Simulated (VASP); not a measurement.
# Li3B2 (Pm) in VASP: single point with PBE

Aim: the single point of Li3B2 with PBE.

Everything below comes from runs of VASP 6.6.1. Logs are shortened: lines on timing, memory, paths and dates and some standing lists are left out, and cuts for length are marked.

### 1 The cell of the first run

The typed cell holds 5 atoms: a = 3.135 Å, b = 4.006 Å, c = 5.165 Å, α = 90.00°, β = 107.59°, γ = 90.00°.

The cell was built from a structure type or drawn by symmetry, and may not be a known phase.

### 2 Single point, PBE

Input file INCAR:

```
ALGO = Fast ; EDIFF = 1E-6
ENCUT = 520 ; GGA = PE
ISIF = 2 ; ISMEAR = 0
LASPH = T ; LCHARG = F
LREAL = F ; LWAVE = F
NBANDS = 16 ; NELM = 100
PREC = Accurate ; SIGMA = 0.1
```

Input file KPOINTS:

```
k-points
0
Gamma
  12 10 8
```

Input file POSCAR:

```
Li3B2
1.0
    3.1348953276      0.0000000000     -0.0246224888
    0.0000000000      4.0059855650      0.0000000000
   -1.5223614517      0.0000000000      4.9357132268
Li B
3 2
Direct
   -0.0373459682      0.5000000000      0.6294901775
    0.2580469621      0.5000000000      0.2190568486
    0.6096600547      0.0000000000      0.9242313199
    0.6075477619      0.0000000000      0.4245541309
    1.1072783331      0.0000000000      0.4240128812
```

Potentials or basis: VASP PAW PBE potentials, release 64 (Li_sv, B).

The run is started by

```console
cat potpaw_PBE.64/Li_sv/POTCAR potpaw_PBE.64/B/POTCAR > POTCAR
mpirun -np 1 vasp_std > vasp.out
```

OUTCAR:

```text
EDIFF = 1E-6
   ENCUT = 520
   GGA = PE
   ISIF = 2
   ISMEAR = 0
   LASPH = T
   LREAL = F
   NELM = 100
   PREC = Accurate

 ion  position               nearest neighbor table
   1  0.963  0.500  0.629-   5 2.37   5 2.37   4 2.38   4 2.38   2 2.56   2 2.56
   2  0.258  0.500  0.219-   4 2.37   4 2.37   5 2.38   5 2.38   1 2.56   1 2.56
   3  0.610  0.000  0.924-
   4  0.608  0.000  0.425-   5 1.57   5 1.57   2 2.37   2 2.37   1 2.38   1 2.38
   5  0.107  0.000  0.424-   4 1.57   4 1.57   1 2.37   1 2.37   2 2.38   2 2.38

  LATTYP: Found a simple monoclinic cell.
 ALAT       =     3.1349920226
 B/A-ratio  =     1.2778295881
 C/A-ratio  =     1.6475822636
 COS(beta)  =    -0.3022328117

  Lattice vectors:

 A1 = (   3.1348953276,   0.0000000000,  -0.0246224888)
 A2 = (   0.0000000000,   4.0059855650,   0.0000000000)
 A3 = (  -1.5223614517,   0.0000000000,   4.9357132268)

Analysis of symmetry for initial positions (statically):
=====================================================================
 Subroutine PRICEL returns:
 Original cell was already a primitive cell.

 Routine SETGRP: Setting up the symmetry group for a
 simple monoclinic supercell.

 Subroutine GETGRP returns: Found  2 space group operations
 (whereof  2 operations were pure point group operations)
 out of a pool of  4 trial point group operations.

The static configuration has the point symmetry C_1h.

Analysis of symmetry for dynamics (positions and initial velocities):
=====================================================================
 Subroutine PRICEL returns:
 Original cell was already a primitive cell.

 Routine SETGRP: Setting up the symmetry group for a
 simple monoclinic supercell.

 Subroutine GETGRP returns: Found  2 space group operations
 (whereof  2 operations were pure point group operations)
 out of a pool of  4 trial point group operations.

The dynamic configuration has the point symmetry C_1h.

 Subroutine INISYM returns: Found  2 space group operations
 (whereof  2 operations are pure point group operations),
 and found     1 'primitive' translations

----------------------------------------------------------------------------------------

                                     Primitive cell
[... 91 lines left out ...]
   ISPIN  =      1    spin polarized calculation?
   LNONCOLLINEAR =      F non collinear calculations
   LSORBIT =      F    spin-orbit coupling
   LASPH  =      T    aspherical Exc in radial PAW
   ENCUT  =  520.0 eV  38.22 Ry    6.18 a.u.   5.83  7.45  9.60*2*pi/ulx,y,z
   NELM   =    100;   NELMIN=  2; NELMDL= -5     # of ELM steps
   EDIFF  = 0.1E-05   stopping-criterion for ELM
   LREAL  =      F    real-space projection
   EDIFFG = 0.1E-04   stopping-criterion for IOM
   NSW    =      0    number of steps for IOM
   IBRION =     -1    ionic relax: 0-MD 1-quasi-New 2-CG
   NFREE  =      0    steps in history (QN), initial steepest desc. (CG)
   ISIF   =      2    stress and relaxation
   ISYM   =      2    0-nonsym 1-usesym 2-fastsym
   POTIM  = 0.5000    time-step for ionic-motion
   TEBEG  =    0.0;   TEEND  =   0.0 temperature during run
   PSTRESS=    0.0 pullay stress
   NELECT =      15.0000    total number of electrons
   NUPDOWN=      -1.0000    fix difference up-down
   EMIN   =  10.00;   EMAX   =-10.00  energy-range for DOS
   EFERMI =   0.00;   METHOD = LEGACY
   ISMEAR =     0;   SIGMA  =   0.10  broadening in eV -4-tet -1-fermi 0-gaus
   EFERMI_NEDOS =   21; number of points for ismear=-14 and -15
   IALGO  =     68    algorithm
   IMIX   =      4    mixing-type and parameters
     AMIX     =   0.40;   BMIX     =  1.00
     AMIX_MAG =   1.60;   BMIX_MAG =  1.00
  volume/ion in A,a.u.               =      12.37        83.46
  Fermi-wavevector in a.u.,A,eV,Ry     =   1.021007  1.929424 14.183479  1.042456
  Thomas-Fermi vector in A             =   2.154608
   LORBIT       =      0    0 simple, 1 ext, 2 COOP (PROOUT), +10 PAW based schemes
   GGA     = PE    functional components
   LHFCALC =     F    Hartree Fock is set to
   AEXX    =    0.0000 exact exchange contribution
   IVDW    =     0    specifies the selected vdW correction
   LEPSILON=     F    determine dielectric tensor
   LRPA    =     F    only Hartree local field effects (RPA)
 non-spin polarized calculation
 RMM-DIIS sequential band-by-band and
 Gauss-broadening in eV      SIGMA  =   0.10
  energy-cutoff  :      520.00
  volume of cell :       61.83
 maximum number of plane-waves:      1689
   NGX = 11   NGY = 15   NGZ = 19

 number of electron      14.9999991 magnetization

 Free energy of the ion-electron system (eV)
  ---------------------------------------------------
  ext. energy  EPLUGINS =         0.00000000
  ---------------------------------------------------
  free energy    TOTEN  =       -19.51104612 eV

  energy without entropy =      -19.50503297  energy(sigma->0) =      -19.50803954

 E-fermi :   2.4394     XC(G=0):  -8.6305

 val. band max:        2.4353919301   @ k =   0.0833   0.2000   0.2500
 cond. band min:       2.4431122912   @ k =   0.4167   0.3000   0.2500
 fundamental gap:      0.0077203611
 Fermi energy:         2.4394296354

 k-point     1 :       0.0000    0.0000    0.0000
  band No.  band energies     occupation
      1     -44.0121      2.00000
      2     -43.6315      2.00000
      3     -43.5853      2.00000
      4      -7.7250      2.00000
      5      -1.2588      2.00000
      6      -1.0512      2.00000
[... 433 lines left out ...]
      3     -43.5868      2.00000
      4      -7.2865      2.00000
      5      -1.9105      2.00000
      6      -1.3971      2.00000
[... 8 lines left out ...]
     15      12.0351      0.00000
     16      12.5247      0.00000

 [... further k-points ...]
[... 5 lines left out ...]
  --------------------------------------------------------------------------------------
  -------------------------------------------------------------------------------------
  Total       -0.0353873     -0.0296629     -0.0488688      0.0000000      0.0000000     -0.0033200
  in kB       -0.9169152     -0.7685897     -1.2662330      0.0000000      0.0000000     -0.0860248
  external PRESSURE =      -0.9839126 kB  Pullay stress =       0.0000000 kB

 VOLUME and BASIS-vectors are now :
 -----------------------------------------------------------------------------
  energy-cutoff  :      520.00
  volume of cell :       61.83
      direct lattice vectors                 reciprocal lattice vectors
     3.134895328  0.000000000 -0.024622489     0.319764570  0.000000000  0.098627540
     0.000000000  4.005985565  0.000000000     0.000000000  0.249626461  0.000000000
    -1.522361452  0.000000000  4.935713227     0.001595190  0.000000000  0.203096981

 POSITION                                       TOTAL-FORCE (eV/Angst)
 -----------------------------------------------------------------------------------
      2.05951      2.00299      3.08328        -0.000538      0.000000      0.001709
      0.47547      2.00299      1.07485        -0.000617      0.000000     -0.001642
      0.50421      0.00000      4.54673        -0.000653      0.000000      0.000367
      1.25827      0.00000      2.08052         0.001038      0.000000     -0.000449
     -0.30919      0.00000      2.09016         0.000769      0.000000      0.000015
 -----------------------------------------------------------------------------------
    total drift:                               -0.000460      0.000000     -0.000097

  FREE ENERGIE OF THE ION-ELECTRON SYSTEM (eV)
  ---------------------------------------------------
  free  energy   TOTEN  =       -19.5110461167 eV

  energy  without entropy=      -19.5050329720  energy(sigma->0) =      -19.50803954
```

OSZICAR:

```text
N       E                     dE             d eps       ncg     rms          rms(c)
DAV:   1     0.603631725428E+02    0.60363E+02   -0.61493E+03  9608   0.918E+02
DAV:   2    -0.116069408490E+02   -0.71970E+02   -0.67469E+02 12464   0.223E+02
DAV:   3    -0.223348813946E+02   -0.10728E+02   -0.10638E+02 18600   0.498E+01
[... 13 lines left out ...]
RMM:  17    -0.195110391619E+02   -0.79942E-05   -0.54712E-05 14217   0.274E-02    0.681E-04
RMM:  18    -0.195110428445E+02   -0.36826E-05   -0.27303E-05 13571   0.196E-02    0.109E-03
RMM:  19    -0.195110446567E+02   -0.18122E-05   -0.13775E-05 12465   0.146E-02    0.129E-03
RMM:  20    -0.195110456590E+02   -0.10023E-05   -0.73160E-06 11913   0.114E-02    0.171E-03
RMM:  21    -0.195110461167E+02   -0.45767E-06   -0.40163E-06 11060   0.937E-03
   1 F= -.19511046E+02 E0= -.19508040E+02  d E =-.601314E-02
```

Run time: 9.3 min. Hardware: 1 thread of Oxide Virtual Turin-like, shared host; peak memory 0.31 GiB.

Results:

| Item | Value |
| --- | --- |
| Free energy | -19.5110 eV |
| Band gap on the k mesh | zero (an odd number of electrons rules out a gap without spin polarisation) |

Caveat: the cutoff is under 1.25 times the usual one of these potentials, so pressure, stress and relaxed cells hold a basis-set (Pulay) error.
